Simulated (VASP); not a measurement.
# TiAl (P4/mmm) in VASP: notebook

Runs on TiAl. Level: PBEsol. Tasks: single point.

All numbers are computed with VASP 6.6.1; they aren't measurements. Logs are shortened: lines on timing, memory, paths and dates and some standing lists are left out, and cuts for length are marked.

**1. The cell of the first run**

It takes space group P4/mmm (No. 123, tetragonal). The conventional cell has a = 2.811 Å, b = 2.811 Å, c = 4.066 Å, α = 90.00°, β = 90.00°, γ = 90.00°. Within 3.7 Å of Ti (site symmetry 4/mmm) lie 4 Ti at 2.81 Å and 8 Al at 2.84 Å. Al (site symmetry 4/mmm) has 4 Al at 2.81 Å and 8 Ti at 2.84 Å within 3.7 Å.

**2. Single point, PBEsol**

Input file INCAR:

```
ALGO = Normal
EDIFF = 1E-6
ENCUT = 520
GGA = PS
ISIF = 2
ISMEAR = 0
LASPH = True
LCHARG = False
LREAL = False
LWAVE = False
NBANDS = 14
NELM = 80
PREC = Accurate
SIGMA = 0.1
```

Input file KPOINTS:

```
k-points
0
Gamma
  6 6 4
```

Input file POSCAR:

```
TiAl
1.0
    2.8107518100      0.0000000000      0.0000000000
    0.0000000000      2.8107518100      0.0000000000
    0.0000000000      0.0000000000      4.0664219200
Ti Al
1 1
Direct
    0.5000000000      0.5000000000      0.5000000000
    0.0000000000      0.0000000000      0.0000000000
```

Potentials or basis: VASP PAW PBE potentials, release 64 (Ti_sv, Al).

Launch:

```console
$ cat potpaw_PBE.64/Ti_sv/POTCAR potpaw_PBE.64/Al/POTCAR > POTCAR
$ mpirun -np 1 vasp_std > vasp.out
```

OUTCAR:

```text
EDIFF = 1E-6
   ENCUT = 520
   GGA = PS
   ISIF = 2
   ISMEAR = 0
   LASPH = True
   LREAL = False
   NELM = 80
   PREC = Accurate

 ion  position               nearest neighbor table
   1  0.500  0.500  0.500-   2 2.84   2 2.84   2 2.84   2 2.84   2 2.84   2 2.84   2 2.84   2 2.84

   2  0.000  0.000  0.000-   1 2.84   1 2.84   1 2.84   1 2.84   1 2.84   1 2.84   1 2.84   1 2.84

  LATTYP: Found a simple tetragonal cell.
 ALAT       =     2.8107518100
 C/A-ratio  =     1.4467381665

  Lattice vectors:

 A1 = (   2.8107518100,   0.0000000000,   0.0000000000)
 A2 = (   0.0000000000,   2.8107518100,   0.0000000000)
 A3 = (   0.0000000000,   0.0000000000,   4.0664219200)

Analysis of symmetry for initial positions (statically):
=====================================================================
 Subroutine PRICEL returns:
 Original cell was already a primitive cell.

 Routine SETGRP: Setting up the symmetry group for a
 simple tetragonal supercell.

 Subroutine GETGRP returns: Found 16 space group operations
 (whereof 16 operations were pure point group operations)
 out of a pool of 16 trial point group operations.

The static configuration has the point symmetry D_4h.

Analysis of symmetry for dynamics (positions and initial velocities):
=====================================================================
 Subroutine PRICEL returns:
 Original cell was already a primitive cell.

 Routine SETGRP: Setting up the symmetry group for a
 simple tetragonal supercell.

 Subroutine GETGRP returns: Found 16 space group operations
 (whereof 16 operations were pure point group operations)
 out of a pool of 16 trial point group operations.

The dynamic configuration has the point symmetry D_4h.

 Subroutine INISYM returns: Found 16 space group operations
 (whereof 16 operations are pure point group operations),
 and found     1 'primitive' translations

----------------------------------------------------------------------------------------

                                     Primitive cell

  volume of cell :      32.1261

  direct lattice vectors                    reciprocal lattice vectors
     2.810751810  0.000000000  0.000000000     0.355776699  0.000000000  0.000000000
     0.000000000  2.810751810  0.000000000     0.000000000  0.355776699  0.000000000
     0.000000000  0.000000000  4.066421920     0.000000000  0.000000000  0.245916439

  length of vectors
     2.810751810  2.810751810  4.066421920     0.355776699  0.355776699  0.245916439

  position of ions in fractional coordinates (direct lattice)
     0.500000000  0.500000000  0.500000000
     0.000000000  0.000000000  0.000000000

  ion indices of the primitive-cell ions
   primitive index   ion index
                 1           1
                 2           2

----------------------------------------------------------------------------------------

 KPOINTS: k-points

Automatic generation of k-mesh.
 Grid dimensions read from file:
 generate k-points for:    6    6    4

 Generating k-lattice:

  Cartesian coordinates                     Fractional coordinates (reciprocal lattice)
     0.059296116  0.000000000  0.000000000     0.166666667  0.000000000  0.000000000
     0.000000000  0.059296116  0.000000000     0.000000000  0.166666667  0.000000000
     0.000000000  0.000000000  0.061479110     0.000000000  0.000000000  0.250000000

  Length of vectors
     0.059296116  0.059296116  0.061479110

  Shift w.r.t. Gamma in fractional coordinates (k-lattice)
     0.000000000  0.000000000  0.000000000

 Subroutine IBZKPT returns following result:
 ===========================================

 Found     30 irreducible k-points:

 Following reciprocal coordinates:
            Coordinates               Weight
  0.000000  0.000000  0.000000      1.000000
  0.166667  0.000000  0.000000      4.000000
  0.333333  0.000000  0.000000      4.000000
  0.500000  0.000000  0.000000      2.000000
  0.166667  0.166667  0.000000      4.000000
  0.333333  0.166667  0.000000      8.000000
[... 16 lines left out ...]
  0.333333  0.000000  0.500000      4.000000
  0.500000  0.000000  0.500000      2.000000
 [... further k-points ...]
   k-points           NKPTS =     30   k-points in BZ     NKDIM =     30   number of bands    NBANDS=     14
   number of dos      NEDOS =    301   number of ions     NIONS =      2
   total plane-waves  NPLWV =  17280
   dimension x,y,z NGX =    24 NGY =   24 NGZ =   30
   dimension x,y,z NGXF=    48 NGYF=   48 NGZF=   60
   ions per type =               1   1
   NGX,Y,Z   is equivalent  to a cutoff of  14.20, 14.20, 12.26 a.u.
   NGXF,Y,Z  is equivalent  to a cutoff of  28.39, 28.39, 24.53 a.u.
 SYSTEM =  unknown system
   PREC   = accura    normal or accurate (medium, high low for compatibility)
   ISTART =      0    job   : 0-new  1-cont  2-samecut
   ICHARG =      2    charge: 1-file 2-atom 10-const
   ISPIN  =      1    spin polarized calculation?
   LNONCOLLINEAR =      F non collinear calculations
   LSORBIT =      F    spin-orbit coupling
   LASPH  =      T    aspherical Exc in radial PAW
   ENCUT  =  520.0 eV  38.22 Ry    6.18 a.u.   5.23  5.23  7.56*2*pi/ulx,y,z
   NELM   =     80;   NELMIN=  2; NELMDL= -5     # of ELM steps
   EDIFF  = 0.1E-05   stopping-criterion for ELM
   LREAL  =      F    real-space projection
   EDIFFG = 0.1E-04   stopping-criterion for IOM
   NSW    =      0    number of steps for IOM
   IBRION =     -1    ionic relax: 0-MD 1-quasi-New 2-CG
   NFREE  =      0    steps in history (QN), initial steepest desc. (CG)
   ISIF   =      2    stress and relaxation
   ISYM   =      2    0-nonsym 1-usesym 2-fastsym
   POTIM  = 0.5000    time-step for ionic-motion
   TEBEG  =    0.0;   TEEND  =   0.0 temperature during run
   PSTRESS=    0.0 pullay stress
   NELECT =      15.0000    total number of electrons
   NUPDOWN=      -1.0000    fix difference up-down
   EMIN   =  10.00;   EMAX   =-10.00  energy-range for DOS
   EFERMI =   0.00;   METHOD = LEGACY
   ISMEAR =     0;   SIGMA  =   0.10  broadening in eV -4-tet -1-fermi 0-gaus
   EFERMI_NEDOS =   21; number of points for ismear=-14 and -15
   IALGO  =     38    algorithm
   IMIX   =      4    mixing-type and parameters
     AMIX     =   0.40;   BMIX     =  1.00
     AMIX_MAG =   1.60;   BMIX_MAG =  1.00
  volume/ion in A,a.u.               =      16.06       108.40
  Fermi-wavevector in a.u.,A,eV,Ry     =   1.270046  2.400039 21.946425  1.613017
  Thomas-Fermi vector in A             =   2.403054
   LORBIT       =      0    0 simple, 1 ext, 2 COOP (PROOUT), +10 PAW based schemes
   GGA     = PS    functional components
   LHFCALC =     F    Hartree Fock is set to
   AEXX    =    0.0000 exact exchange contribution
   IVDW    =     0    specifies the selected vdW correction
   LEPSILON=     F    determine dielectric tensor
   LRPA    =     F    only Hartree local field effects (RPA)
 non-spin polarized calculation
 Gauss-broadening in eV      SIGMA  =   0.10
  energy-cutoff  :      520.00
  volume of cell :       32.13
 maximum number of plane-waves:       888
 NGX is ok and might be reduce to    24
   NGX = 11   NGY = 11   NGZ = 15

 number of electron      14.9999999 magnetization

 Free energy of the ion-electron system (eV)
  ---------------------------------------------------
  ext. energy  EPLUGINS =         0.00000000
  ---------------------------------------------------
  free energy    TOTEN  =       -13.25148044 eV

  energy without entropy =      -13.24484871  energy(sigma->0) =      -13.24816458

 E-fermi :   8.3415     XC(G=0): -11.1845

 val. band max:        8.2930668264   @ k =   0.1667   0.0000   0.2500
 cond. band min:       8.3977229264   @ k =   0.1667   0.1667   0.2500
 fundamental gap:      0.1046560999
 Fermi energy:         8.3415451912

 k-point     1 :       0.0000    0.0000    0.0000
  band No.  band energies     occupation
      1     -48.1166      2.00000
      2     -24.6182      2.00000
      3     -24.1523      2.00000
      4     -24.1523      2.00000
      5      -0.7303      2.00000
      6       6.3823      2.00000
      7       7.4325      2.00000
      8       7.9553      2.00000
      9      10.4600      0.00000
     10      10.4600      0.00000
     11      11.6035      0.00000
     12      14.5003      0.00000
     13      16.8257      0.00000
     14      16.8257      0.00000

 k-point     2 :       0.1667    0.0000    0.0000
  band No.  band energies     occupation
      1     -48.1011      2.00000
      2     -24.6030      2.00000
      3     -24.2805      2.00000
      4     -24.1413      2.00000
      5      -0.1826      2.00000
      6       6.7948      2.00000
      7       7.5286      2.00000
      8       7.5827      2.00000
      9      10.5473      0.00000
     10      11.0231      0.00000
     11      11.1285      0.00000
     12      13.2633      0.00000
     13      14.5199      0.00000
     14      17.4911      0.00000

 k-point     3 :       0.3333    0.0000    0.0000
  band No.  band energies     occupation
      1     -48.0700      2.00000
      2     -24.5724      2.00000
      3     -24.5310      2.00000
      4     -24.1191      2.00000
      5       1.3882      2.00000
      6       6.5059      2.00000
      7       6.8568      2.00000
      8       7.6386      2.00000
      9      10.3515      0.00000
     10      10.7281      0.00000
     11      11.7877      0.00000
     12      12.3148      0.00000
     13      14.2809      0.00000
     14      18.2246      0.00000

 k-point     4 :       0.5000    0.0000    0.0000
  band No.  band energies     occupation
      1     -48.0543      2.00000
      2     -24.6535      2.00000
      3     -24.5570      2.00000
      4     -24.1080      2.00000
      5       3.7872      2.00000
      6       3.8092      2.00000
      7       6.5678      2.00000
      8       8.0153      2.00000
      9      10.0175      0.00000
     10      10.8219      0.00000
     11      12.6802      0.00000
     12      13.4175      0.00000
     13      13.6563      0.00000
     14      16.3899      0.00000

 k-point     5 :       0.1667    0.1667    0.0000
  band No.  band energies     occupation
      1     -48.0858      2.00000
      2     -24.5881      2.00000
      3     -24.2736      2.00000
      4     -24.2617      2.00000
      5       0.3513      2.00000
      6       7.1332      2.00000
      7       7.4549      2.00000
      8       7.8396      2.00000
      9       9.7863      0.00000
     10      10.5538      0.00000
     11      12.1227      0.00000
[... 276 lines left out ...]
 k-point    22 :       0.1667    0.0000    0.5000
  band No.  band energies     occupation
      1     -48.1005      2.00000
      2     -24.6195      2.00000
      3     -24.2793      2.00000
      4     -24.1407      2.00000
      5       1.1601      2.00000
      6       3.6172      2.00000
      7       7.8656      2.00000
      8       9.0873      0.00000
      9       9.0950      0.00000
     10      10.2316      0.00000
     11      11.1655      0.00000
     12      14.7132      0.00000
     13      18.0609      0.00000
     14      18.1630      0.00000

 k-point    23 :       0.3333    0.0000    0.5000
  band No.  band energies     occupation
      1     -48.0695      2.00000
      2     -24.5864      2.00000
      3     -24.5287      2.00000
      4     -24.1185      2.00000
      5       2.2851      2.00000
      6       5.2002      2.00000
      7       6.9569      2.00000
      8       8.1285      1.99742
      9       9.5322      0.00000
     10      10.4006      0.00000
     11      10.4742      0.00000
     12      12.8285      0.00000
     13      15.0186      0.00000
     14      19.5149      0.00000

 k-point    24 :       0.5000    0.0000    0.5000
  band No.  band energies     occupation
      1     -48.0538      2.00000
      2     -24.6508      2.00000
      3     -24.5697      2.00000
      4     -24.1074      2.00000
      5       3.4113      2.00000
      6       5.4053      2.00000
      7       7.0811      2.00000
      8       7.1969      2.00000
      9       9.6380      0.00000
     10      10.0662      0.00000
     11      10.6019      0.00000
     12      12.1336      0.00000
     13      14.0493      0.00000
     14      20.7839      0.00000

 [... further k-points ...]

------------------------ aborting loop because EDIFF is reached ----------------------------------------

  FORCE on cell =-STRESS in cart. coord.  units (eV):
  Direction    XX          YY          ZZ          XY          YZ          ZX
  --------------------------------------------------------------------------------------
  -------------------------------------------------------------------------------------
  Total       -0.3627572     -0.3627572     -0.4064752      0.0000000     -0.0000000      0.0000000
  in kB      -18.0912771    -18.0912771    -20.2715621      0.0000000     -0.0000000      0.0000000
  external PRESSURE =     -18.8180388 kB  Pullay stress =       0.0000000 kB

 VOLUME and BASIS-vectors are now :
 -----------------------------------------------------------------------------
  energy-cutoff  :      520.00
  volume of cell :       32.13
      direct lattice vectors                 reciprocal lattice vectors
     2.810751810  0.000000000  0.000000000     0.355776699  0.000000000  0.000000000
     0.000000000  2.810751810  0.000000000     0.000000000  0.355776699  0.000000000
     0.000000000  0.000000000  4.066421920     0.000000000  0.000000000  0.245916439

 POSITION                                       TOTAL-FORCE (eV/Angst)
 -----------------------------------------------------------------------------------
      1.40538      1.40538      2.03321         0.000000      0.000000      0.000000
      0.00000      0.00000      0.00000         0.000000      0.000000      0.000000
 -----------------------------------------------------------------------------------
    total drift:                                0.000000      0.000000     -0.000000

  FREE ENERGIE OF THE ION-ELECTRON SYSTEM (eV)
  ---------------------------------------------------
  free  energy   TOTEN  =       -13.2514804447 eV

  energy  without entropy=      -13.2448487085  energy(sigma->0) =      -13.24816458
```

Run time: 5.6 s. Hardware: 1 thread of Intel Xeon 6975P-C (Granite Rapids), shared host; peak memory 0.15 GiB.

What came out:

| Item | Value |
| --- | --- |
| Free energy | -13.2515 eV |
| Pressure | -1.9 GPa |

Stress tensor (GPa, compression positive):
```
-1.81  0.00  0.00
 0.00 -1.81  0.00
 0.00  0.00 -2.03
```

Caveat: the k points lie up to 0.39 Å⁻¹ apart; the PAW data sets were made with another functional, which shifts forces and pressure a little.

**3. Single point, PBEsol**

This run uses another cell than the first one, of 15.78 Å³/atom, 0.982 times its volume.

Input file INCAR:

```
PREC = Accurate
ENCUT = 520
EDIFF = 1E-6
ISMEAR = 0
SIGMA = 0.1
LREAL = False
LASPH = True
NELM = 100
ALGO = Fast
ISIF = 2
LWAVE = False
LCHARG = True
GGA = PS
LELF = True
LVHAR = True
NBANDS = 14
```

Input file KPOINTS:

```
regular mesh
0
Gamma
  14 14 10
```

Input file POSCAR:

```
TiAl
1.0
    2.7946360195      0.0000000000      0.0000000000
    0.0000000000      2.7946360195      0.0000000000
    0.0000000000      0.0000000000      4.0411369872
Ti Al
1 1
Direct
    0.5000000000      0.5000000000      0.5000000000
    0.0000000000      0.0000000000      0.0000000000
```

Potentials or basis: VASP PAW PBE potentials, release 64 (Ti_sv, Al).

Launch:

```console
$ cat potpaw_PBE.64/Ti_sv/POTCAR potpaw_PBE.64/Al/POTCAR > POTCAR
$ mpirun -np 1 vasp_std > vasp.out
```

It took 56 s on 1 thread of Intel Xeon 6975P-C (Granite Rapids), shared host; peak memory 0.22 GiB.

It converged, with:

```yaml
Free_energy: -13.2531 eV
Pressure: 0.0 GPa
```

Levels at points of the mesh, in eV from the Fermi level:
```csv
k point,band 4,band 5,band 6,band 7,band 8,band 9,band 10,band 11,band 12,band 13
"(0.00, 0.00, 0.00)",-32.37,-9.16,-1.95,-0.88,-0.35,2.23,2.23,3.40,6.34,8.60
"(0.50, 0.00, 0.00)",-32.32,-4.61,-4.54,-1.77,-0.27,1.77,2.61,4.62,5.15,5.40
"(0.50, 0.50, 0.00)",-32.71,-3.27,-0.46,-0.42,-0.42,-0.25,-0.25,4.40,5.21,6.13
"(0.00, 0.00, 0.50)",-32.37,-7.65,-5.34,-0.70,0.61,1.87,1.87,3.42,8.01,9.43
"(0.50, 0.00, 0.50)",-32.32,-4.97,-2.98,-1.22,-1.11,1.38,1.82,2.37,3.94,5.89
"(0.50, 0.50, 0.50)",-32.73,-2.62,-2.32,-2.32,1.96,2.18,2.70,4.29,4.29,5.16
```

Caveat: the PAW data sets were made with another functional, which shifts forces and pressure a little.

**4. Single point, PBEsol**

This run uses another cell than the first one, of 15.78 Å³/atom, 0.982 times its volume.

INCAR is that of step 3.

KPOINTS is that of step 3.

Input file POSCAR:

```
TiAl
1.0
    2.7946360629      0.0000000000      0.0000000000
    0.0000000000      2.7946360629      0.0000000000
    0.0000000000      0.0000000000      4.0411371641
Ti Al
1 1
Direct
    0.5000000000      0.5000000000      0.5000000000
    0.0000000000      0.0000000000      0.0000000000
```

Launch:

```console
$ cat potpaw_PBE.64/Ti_sv/POTCAR potpaw_PBE.64/Al/POTCAR > POTCAR
$ mpirun -np 1 vasp_std > vasp.out
```

It took 59 s on 1 thread of Intel Xeon 6975P-C (Granite Rapids), shared host; peak memory 0.22 GiB.

Results (log left out):

- Free energy: -13.2531 eV
- Pressure: 0.0 GPa

Levels at points of the mesh, in eV from the Fermi level:
| k point | band 6 | band 7 | band 8 | band 9 | band 10 | band 11 |
| --- | --- | --- | --- | --- | --- | --- |
| (0.00, 0.00, 0.00) | -1.95 | -0.88 | -0.35 | 2.23 | 2.23 | 3.40 |
| (0.50, 0.00, 0.00) | -4.54 | -1.77 | -0.27 | 1.77 | 2.61 | 4.62 |
| (0.50, 0.50, 0.00) | -0.46 | -0.42 | -0.42 | -0.25 | -0.25 | 4.40 |
| (0.00, 0.00, 0.50) | -5.34 | -0.70 | 0.61 | 1.87 | 1.87 | 3.42 |
| (0.50, 0.00, 0.50) | -2.98 | -1.22 | -1.11 | 1.38 | 1.82 | 2.37 |
| (0.50, 0.50, 0.50) | -2.32 | -2.32 | 1.96 | 2.18 | 2.70 | 4.29 |

Caveat: the PAW data sets were made with another functional, which shifts forces and pressure a little.
